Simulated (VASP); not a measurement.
# Cu3Pt (Pm-3m) in VASP: notebook

Runs on Cu3Pt. Level: LDA. Tasks: electric field gradients.

All numbers are computed with VASP 6.6.1; they aren't measurements. Logs are shortened: lines on timing, memory, paths and dates and some standing lists are left out, and cuts for length are marked.

### 1 The cell of the first run

Symmetry: Pm-3m, No. 221, cubic system. The conventional cell has a = 3.660 Å, b = 3.660 Å, c = 3.660 Å, α = 90.00°, β = 90.00°, γ = 90.00°. Cu (site symmetry 4/mmm) has 8 Cu at 2.59 Å and 4 Pt at 2.59 Å within 3.4 Å. Within 3.4 Å of Pt (site symmetry m-3m) lie 12 Cu at 2.59 Å.

### 2 Electric field gradients, LDA (volume scaled by 0.96)

The input, INCAR:

```
SYSTEM = Cu3Pt
ALGO     = Normal         ! electronic algorithm
EDIFF    = 1E-8           ! SCF threshold, eV
ENCUT    = 520            ! plane-wave cutoff, eV
GGA      = CA             ! functional
ISIF     = 2              ! what is computed and relaxed
ISMEAR   = -1             ! smearing method
LASPH    = .TRUE.         ! aspherical terms in the spheres
LCHARG   = .FALSE.        ! write CHGCAR
LEFG     = .TRUE.       
LREAL    = .FALSE.        ! projectors in reciprocal space
LWAVE    = .FALSE.        ! write WAVECAR
NBANDS   = 30             ! bands
NELM     = 80             ! most SCF steps
PREC     = Accurate       ! precision mode
SIGMA    = 0.05           ! smearing width, eV
```

The input, KPOINTS:

```
k-points
0
G
  9 9 9
  0 0 0
```

The input, POSCAR:

```
Cu3Pt
1.0
    3.6598587183      0.0000000000      0.0000000000
    0.0000000000      3.6598587183      0.0000000000
    0.0000000000      0.0000000000      3.6598587183
Cu Pt
3 1
Direct
    0.0000000000      0.5000000000      0.5000000000
    0.5000000000      0.0000000000      0.5000000000
    0.5000000000      0.5000000000      0.0000000000
    0.0000000000      0.0000000000      0.0000000000
```

Potentials or basis: VASP PAW LDA potentials, release 64 (Cu, Pt).

Launch:

```
> cat potpaw_LDA.64/Cu/POTCAR potpaw_LDA.64/Pt/POTCAR > POTCAR
> mpirun -np 1 vasp_std > vasp.out
```

OUTCAR:

```text
SYSTEM = Cu3Pt
   EDIFF = 1E-8
   ENCUT = 520
   GGA = CA
   ISIF = 2
   ISMEAR = -1
   LASPH = .TRUE.
   LREAL = .FALSE.
   NELM = 80
   PREC = Accurate

 ion  position               nearest neighbor table
   1  0.000  0.500  0.500-   2 2.59   3 2.59   4 2.59   3 2.59   4 2.59   2 2.59   4 2.59   4 2.59
                             2 2.59   3 2.59   3 2.59   2 2.59
   2  0.500  0.000  0.500-   1 2.59   3 2.59   4 2.59   3 2.59   4 2.59   1 2.59   3 2.59   3 2.59
                             1 2.59   4 2.59   4 2.59   1 2.59
   3  0.500  0.500  0.000-   1 2.59   2 2.59   4 2.59   1 2.59   2 2.59   2 2.59   4 2.59   2 2.59
                             1 2.59   4 2.59   1 2.59   4 2.59
   4  0.000  0.000  0.000-   1 2.59   2 2.59   3 2.59   1 2.59   2 2.59   1 2.59   3 2.59   1 2.59
                             2 2.59   3 2.59   2 2.59   3 2.59

  LATTYP: Found a simple cubic cell.
 ALAT       =     3.6598587183

  Lattice vectors:

 A1 = (   3.6598587183,   0.0000000000,   0.0000000000)
 A2 = (   0.0000000000,   3.6598587183,   0.0000000000)
 A3 = (   0.0000000000,   0.0000000000,   3.6598587183)

Analysis of symmetry for initial positions (statically):
=====================================================================
 Subroutine PRICEL returns:
 Original cell was already a primitive cell.

 Routine SETGRP: Setting up the symmetry group for a
 simple cubic supercell.

 Subroutine GETGRP returns: Found 48 space group operations
 (whereof 48 operations were pure point group operations)
 out of a pool of 48 trial point group operations.

The static configuration has the point symmetry O_h .

Analysis of symmetry for dynamics (positions and initial velocities):
=====================================================================
 Subroutine PRICEL returns:
 Original cell was already a primitive cell.

 Routine SETGRP: Setting up the symmetry group for a
 simple cubic supercell.

 Subroutine GETGRP returns: Found 48 space group operations
 (whereof 48 operations were pure point group operations)
 out of a pool of 48 trial point group operations.

The dynamic configuration has the point symmetry O_h .

 Subroutine INISYM returns: Found 48 space group operations
 (whereof 48 operations are pure point group operations),
 and found     1 'primitive' translations

----------------------------------------------------------------------------------------

                                     Primitive cell

  volume of cell :      49.0222

  direct lattice vectors                    reciprocal lattice vectors
     3.659858718  0.000000000  0.000000000     0.273234591  0.000000000  0.000000000
     0.000000000  3.659858718  0.000000000     0.000000000  0.273234591  0.000000000
     0.000000000  0.000000000  3.659858718     0.000000000  0.000000000  0.273234591

  length of vectors
     3.659858718  3.659858718  3.659858718     0.273234591  0.273234591  0.273234591

  position of ions in fractional coordinates (direct lattice)
     0.000000000  0.500000000  0.500000000
     0.500000000  0.000000000  0.500000000
     0.500000000  0.500000000  0.000000000
     0.000000000  0.000000000  0.000000000

  ion indices of the primitive-cell ions
   primitive index   ion index
                 1           1
                 2           2
                 3           3
                 4           4

----------------------------------------------------------------------------------------

 KPOINTS: k-points

Automatic generation of k-mesh.
 Grid dimensions read from file:
 generate k-points for:    9    9    9

 Generating k-lattice:

  Cartesian coordinates                     Fractional coordinates (reciprocal lattice)
     0.030359399  0.000000000  0.000000000     0.111111111  0.000000000  0.000000000
     0.000000000  0.030359399  0.000000000     0.000000000  0.111111111  0.000000000
     0.000000000  0.000000000  0.030359399     0.000000000  0.000000000  0.111111111

  Length of vectors
     0.030359399  0.030359399  0.030359399

  Shift w.r.t. Gamma in fractional coordinates (k-lattice)
     0.000000000  0.000000000  0.000000000

 Subroutine IBZKPT returns following result:
 ===========================================

 Found     35 irreducible k-points:

 Following reciprocal coordinates:
            Coordinates               Weight
  0.000000  0.000000  0.000000      1.000000
  0.111111  0.000000  0.000000      6.000000
  0.222222  0.000000  0.000000      6.000000
  0.333333  0.000000  0.000000      6.000000
  0.444444  0.000000  0.000000      6.000000
  0.111111  0.111111  0.000000     12.000000
[... 16 lines left out ...]
  0.333333  0.333333  0.111111     24.000000
  0.444444  0.333333  0.111111     48.000000
 [... further k-points ...]
   k-points           NKPTS =     35   k-points in BZ     NKDIM =     35   number of bands    NBANDS=     30
   number of dos      NEDOS =    301   number of ions     NIONS =      4
   total plane-waves  NPLWV =  21952
   dimension x,y,z NGX =    28 NGY =   28 NGZ =   28
   dimension x,y,z NGXF=    56 NGYF=   56 NGZF=   56
   ions per type =               3   1
   NGX,Y,Z   is equivalent  to a cutoff of  12.72, 12.72, 12.72 a.u.
   NGXF,Y,Z  is equivalent  to a cutoff of  25.44, 25.44, 25.44 a.u.
 SYSTEM =  Cu3Pt
   PREC   = accura    normal or accurate (medium, high low for compatibility)
   ISTART =      0    job   : 0-new  1-cont  2-samecut
   ICHARG =      2    charge: 1-file 2-atom 10-const
   ISPIN  =      1    spin polarized calculation?
   LNONCOLLINEAR =      F non collinear calculations
   LSORBIT =      F    spin-orbit coupling
   LASPH  =      T    aspherical Exc in radial PAW
   ENCUT  =  520.0 eV  38.22 Ry    6.18 a.u.   6.80  6.80  6.80*2*pi/ulx,y,z
   NELM   =     80;   NELMIN=  2; NELMDL= -5     # of ELM steps
   EDIFF  = 0.1E-07   stopping-criterion for ELM
   LREAL  =      F    real-space projection
   EDIFFG = 0.1E-06   stopping-criterion for IOM
   NSW    =      0    number of steps for IOM
   IBRION =     -1    ionic relax: 0-MD 1-quasi-New 2-CG
   NFREE  =      0    steps in history (QN), initial steepest desc. (CG)
   ISIF   =      2    stress and relaxation
   ISYM   =      2    0-nonsym 1-usesym 2-fastsym
   POTIM  = 0.5000    time-step for ionic-motion
   TEBEG  =    0.0;   TEEND  =   0.0 temperature during run
   PSTRESS=    0.0 pullay stress
   NELECT =      43.0000    total number of electrons
   NUPDOWN=      -1.0000    fix difference up-down
   EMIN   =  10.00;   EMAX   =-10.00  energy-range for DOS
   EFERMI =   0.00;   METHOD = LEGACY
   ISMEAR =    -1;   SIGMA  =   0.05  broadening in eV -4-tet -1-fermi 0-gaus
   EFERMI_NEDOS =   21; number of points for ismear=-14 and -15
   IALGO  =     38    algorithm
   IMIX   =      4    mixing-type and parameters
     AMIX     =   0.40;   BMIX     =  1.00
     AMIX_MAG =   1.60;   BMIX_MAG =  1.00
  volume/ion in A,a.u.               =      12.26        82.70
  Fermi-wavevector in a.u.,A,eV,Ry     =   1.567112  2.961412 33.413726  2.455840
  Thomas-Fermi vector in A             =   2.669340
   LORBIT       =      0    0 simple, 1 ext, 2 COOP (PROOUT), +10 PAW based schemes
   GGA     = CA    functional components
   LHFCALC =     F    Hartree Fock is set to
   AEXX    =    0.0000 exact exchange contribution
   IVDW    =     0    specifies the selected vdW correction
   LEPSILON=     F    determine dielectric tensor
   LRPA    =     F    only Hartree local field effects (RPA)
 non-spin polarized calculation
  energy-cutoff  :      520.00
  volume of cell :       49.02
 maximum number of plane-waves:      1357
 NGX is ok and might be reduce to    28
   NGX = 13   NGY = 13   NGZ = 13

 number of electron      43.0000060 magnetization

 Free energy of the ion-electron system (eV)
  ---------------------------------------------------
  ext. energy  EPLUGINS =         0.00000000
  ---------------------------------------------------
  free energy    TOTEN  =       -22.13651933 eV

  energy without entropy =      -22.12169311  energy(sigma->0) =      -22.12910622

 E-fermi :   8.5601     XC(G=0): -13.4401

 val. band max:        8.5599087339   @ k =   0.4444   0.4444   0.1111
 cond. band min:       8.5872635705   @ k =   0.4444   0.4444   0.4444
 fundamental gap:      0.0273548366
 Fermi energy:         8.5600961796

 k-point     1 :       0.0000    0.0000    0.0000
  band No.  band energies     occupation
      1      -0.9659      2.00000
      2       2.8344      2.00000
      3       2.8344      2.00000
      4       3.7255      2.00000
      5       3.7255      2.00000
      6       3.7255      2.00000
[... 22 lines left out ...]
     29      20.3391      0.00000
     30      20.3391      0.00000

 k-point     2 :       0.1111    0.0000    0.0000
  band No.  band energies     occupation
      1      -0.8065      2.00000
      2       2.9094      2.00000
      3       2.9110      2.00000
      4       3.7719      2.00000
      5       3.7827      2.00000
      6       3.7827      2.00000
[... 22 lines left out ...]
     29      20.3048      0.00000
     30      20.3048      0.00000

 k-point     3 :       0.2222    0.0000    0.0000
  band No.  band energies     occupation
      1      -0.3406      2.00000
      2       3.0597      2.00000
      3       3.1209      2.00000
      4       3.9035      2.00000
      5       3.9534      2.00000
      6       3.9534      2.00000
[... 682 lines left out ...]
     29      22.0103      0.00000
     30      22.0576      0.00000

 k-point    24 :       0.4444    0.3333    0.1111
  band No.  band energies     occupation
      1       2.4053      2.00000
      2       3.0767      2.00000
      3       3.8743      2.00000
      4       4.2428      2.00000
      5       4.5485      2.00000
      6       4.8702      2.00000
[... 22 lines left out ...]
     29      20.9351      0.00000
     30      21.6287      0.00000

 [... further k-points ...]

------------------------ aborting loop because EDIFF is reached ----------------------------------------

  FORCE on cell =-STRESS in cart. coord.  units (eV):
  Direction    XX          YY          ZZ          XY          YZ          ZX
  --------------------------------------------------------------------------------------
  -------------------------------------------------------------------------------------
  Total       -1.2860743     -1.2860743     -1.2860743      0.0000000     -0.0000000      0.0000000
  in kB      -42.0323515    -42.0323515    -42.0323515      0.0000000     -0.0000000      0.0000000
  external PRESSURE =     -42.0323515 kB  Pullay stress =       0.0000000 kB

 VOLUME and BASIS-vectors are now :
 -----------------------------------------------------------------------------
  energy-cutoff  :      520.00
  volume of cell :       49.02
      direct lattice vectors                 reciprocal lattice vectors
     3.659858718  0.000000000  0.000000000     0.273234591  0.000000000  0.000000000
     0.000000000  3.659858718  0.000000000     0.000000000  0.273234591  0.000000000
     0.000000000  0.000000000  3.659858718     0.000000000  0.000000000  0.273234591

 POSITION                                       TOTAL-FORCE (eV/Angst)
 -----------------------------------------------------------------------------------
      0.00000      1.82993      1.82993         0.000000      0.000000      0.000000
      1.82993      0.00000      1.82993         0.000000      0.000000      0.000000
      1.82993      1.82993      0.00000         0.000000      0.000000      0.000000
      0.00000      0.00000      0.00000         0.000000      0.000000      0.000000
 -----------------------------------------------------------------------------------
    total drift:                                0.000000      0.000000      0.000000

  FREE ENERGIE OF THE ION-ELECTRON SYSTEM (eV)
  ---------------------------------------------------
  free  energy   TOTEN  =       -22.1365193266 eV

  energy  without entropy=      -22.1216931057  energy(sigma->0) =      -22.12910622

 Electric field gradients (V/A^2)
---------------------------------------------------------------------
 ion       V_xx      V_yy      V_zz      V_xy      V_xz      V_yz
---------------------------------------------------------------------
   1      30.458   -15.229   -15.229     0.000    -0.000    -0.000
   2     -15.229    30.458   -15.229    -0.000    -0.000    -0.000
   3     -15.229   -15.229    30.458     0.000    -0.000    -0.000
   4       0.000     0.000     0.000     0.000     0.000    -0.000
---------------------------------------------------------------------

 Electric field gradients after diagonalization (V/A^2)
 (convention: |V_zz| > |V_xx| > |V_yy|)
----------------------------------------------------------------------
 ion       V_xx      V_yy      V_zz     asymmetry (V_yy - V_xx)/ V_zz
----------------------------------------------------------------------
   1     -15.229   -15.229    30.458       0.000
   2     -15.229   -15.229    30.458       0.000
   3     -15.229   -15.229    30.458       0.000
   4       0.000     0.000     0.000      -0.054
----------------------------------------------------------------------

           NMR quadrupolar parameters

 Cq : quadrupolar parameter    Cq=e*Q*V_zz/h
 eta: asymmetry parameters     (V_yy - V_xx)/ V_zz
 Q  : nuclear electric quadrupole moment in mb (millibarn)
----------------------------------------------------------------------
 ion       Cq(MHz)       eta       Q (mb)
----------------------------------------------------------------------
   1       0.074       0.000       1.000
   2       0.074       0.000       1.000
   3       0.074       0.000       1.000
   4       0.000      -0.054       1.000
----------------------------------------------------------------------
```

It took 41 s on 1 thread of Intel Xeon Platinum 8488C (Sapphire Rapids), shared host; peak memory 0.17 GiB.

Results:

```
Free energy : -22.1365 eV
Pressure    : -4.2 GPa
```

Electric field gradients, principal values (V/Å²):
| atom | least | middle | greatest (by size) |
| --- | --- | --- | --- |
| 1 Cu | -15.229 | -15.229 | 30.458 |
| 2 Cu | -15.229 | -15.229 | 30.458 |
| 3 Cu | -15.229 | -15.229 | 30.458 |
| 4 Pt | 0.000 | 0.000 | 0.000 |

Caveat: without QUAD_EFG the Cq values of the log hold for a quadrupole moment of 1 mb, not for the nuclei; spin-orbit coupling is left out, which moves the levels of the heavy elements.

### 3 Electric field gradients, LDA (volume scaled by 0.99)

The input, INCAR:

```
PREC = Accurate
ENCUT = 520
EDIFF = 1E-8
ISMEAR = -1
SIGMA = 0.05
LREAL = F
LASPH = T
NELM = 80
ALGO = Normal
ISIF = 2
LWAVE = F
LCHARG = F
LEFG = T
NBANDS = 30
```

The input, KPOINTS:

```
Automatic mesh
0
Gamma
  9 9 9
```

The input, POSCAR:

```
Cu3Pt
1.0
    3.6975918806      0.0000000000      0.0000000000
    0.0000000000      3.6975918806      0.0000000000
    0.0000000000      0.0000000000      3.6975918806
Cu Pt
3 1
Direct
    0.0000000000      0.5000000000      0.5000000000
    0.5000000000      0.0000000000      0.5000000000
    0.5000000000      0.5000000000      0.0000000000
    0.0000000000      0.0000000000      0.0000000000
```

Potentials or basis: VASP PAW LDA potentials, release 64 (Cu, Pt).

Launch:

```
> cat potpaw_LDA.64/Cu/POTCAR potpaw_LDA.64/Pt/POTCAR > POTCAR
> mpirun -np 1 vasp_std > vasp.out
```

OUTCAR:

```text
PREC = Accurate
   ENCUT = 520
   EDIFF = 1E-8
   ISMEAR = -1
   LREAL = F
   LASPH = T
   NELM = 80
   ISIF = 2

 ion  position               nearest neighbor table
   1  0.000  0.500  0.500-   2 2.61   3 2.61   4 2.61   3 2.61   4 2.61   2 2.61   4 2.61   4 2.61
                             2 2.61   3 2.61   3 2.61   2 2.61
   2  0.500  0.000  0.500-   1 2.61   3 2.61   4 2.61   3 2.61   4 2.61   1 2.61   3 2.61   3 2.61
                             1 2.61   4 2.61   4 2.61   1 2.61
   3  0.500  0.500  0.000-   1 2.61   2 2.61   4 2.61   1 2.61   2 2.61   2 2.61   4 2.61   2 2.61
                             1 2.61   4 2.61   1 2.61   4 2.61
   4  0.000  0.000  0.000-   1 2.61   2 2.61   3 2.61   1 2.61   2 2.61   1 2.61   3 2.61   1 2.61
                             2 2.61   3 2.61   2 2.61   3 2.61

  LATTYP: Found a simple cubic cell.
 ALAT       =     3.6975918806

  Lattice vectors:

 A1 = (   3.6975918806,   0.0000000000,   0.0000000000)
 A2 = (   0.0000000000,   3.6975918806,   0.0000000000)
 A3 = (   0.0000000000,   0.0000000000,   3.6975918806)

Analysis of symmetry for initial positions (statically):
=====================================================================
 Subroutine PRICEL returns:
[... 999 lines left out ...]
      1.84880      1.84880      0.00000         0.000000      0.000000      0.000000
      0.00000      0.00000      0.00000         0.000000      0.000000      0.000000
 -----------------------------------------------------------------------------------
    total drift:                                0.000000      0.000000      0.000000

  FREE ENERGIE OF THE ION-ELECTRON SYSTEM (eV)
  ---------------------------------------------------
  free  energy   TOTEN  =       -22.0700626067 eV

  energy  without entropy=      -22.0557220940  energy(sigma->0) =      -22.06289235

 Electric field gradients (V/A^2)
---------------------------------------------------------------------
 ion       V_xx      V_yy      V_zz      V_xy      V_xz      V_yz
---------------------------------------------------------------------
   1      28.810   -14.405   -14.405    -0.000     0.000    -0.000
   2     -14.405    28.810   -14.405    -0.000     0.000     0.000
   3     -14.405   -14.405    28.810    -0.000    -0.000     0.000
   4       0.000    -0.000    -0.000    -0.000     0.000    -0.000
---------------------------------------------------------------------

 Electric field gradients after diagonalization (V/A^2)
 (convention: |V_zz| > |V_xx| > |V_yy|)
----------------------------------------------------------------------
 ion       V_xx      V_yy      V_zz     asymmetry (V_yy - V_xx)/ V_zz
----------------------------------------------------------------------
   1     -14.405   -14.405    28.810       0.000
   2     -14.405   -14.405    28.810       0.000
   3     -14.405   -14.405    28.810       0.000
   4      -0.000    -0.000     0.000       0.319
----------------------------------------------------------------------

           NMR quadrupolar parameters

 Cq : quadrupolar parameter    Cq=e*Q*V_zz/h
 eta: asymmetry parameters     (V_yy - V_xx)/ V_zz
 Q  : nuclear electric quadrupole moment in mb (millibarn)
----------------------------------------------------------------------
 ion       Cq(MHz)       eta       Q (mb)
----------------------------------------------------------------------
   1       0.070       0.000       1.000
   2       0.070       0.000       1.000
   3       0.070       0.000       1.000
   4       0.000       0.319       1.000
----------------------------------------------------------------------
```

stdout:

```text
POSCAR found type information on POSCAR CuPt
 POSCAR found :  2 types and       4 ions
 scaLAPACK will be used
 LDA part: xc-table for (Slater(with rela. corr.)+CA(PZ))
 , standard interpolation
 POSCAR, INCAR and KPOINTS ok, starting setup
 FFT: planning ... GRIDC
 FFT: planning ... GRID_SOFT
 FFT: planning ... GRID
 WAVECAR not read
 entering main loop
ion   1

ion   2

ion   3

ion   4
```

Run time: 49 s. Hardware: 1 thread of Intel Xeon Platinum 8488C (Sapphire Rapids), shared host; peak memory 0.17 GiB.

Results:

```yaml
Free_energy: -22.0701 eV
Pressure: -9.7 GPa
```

Electric field gradients, principal values (V/Å²):
| atom | least | middle | greatest (by size) |
| --- | --- | --- | --- |
| 1 Cu | -14.405 | -14.405 | 28.810 |
| 2 Cu | -14.405 | -14.405 | 28.810 |
| 3 Cu | -14.405 | -14.405 | 28.810 |
| 4 Pt | 0.000 | 0.000 | 0.000 |

Caveat: without QUAD_EFG the Cq values of the log hold for a quadrupole moment of 1 mb, not for the nuclei; spin-orbit coupling is left out, which moves the levels of the heavy elements.

[end of part 1 of 3]
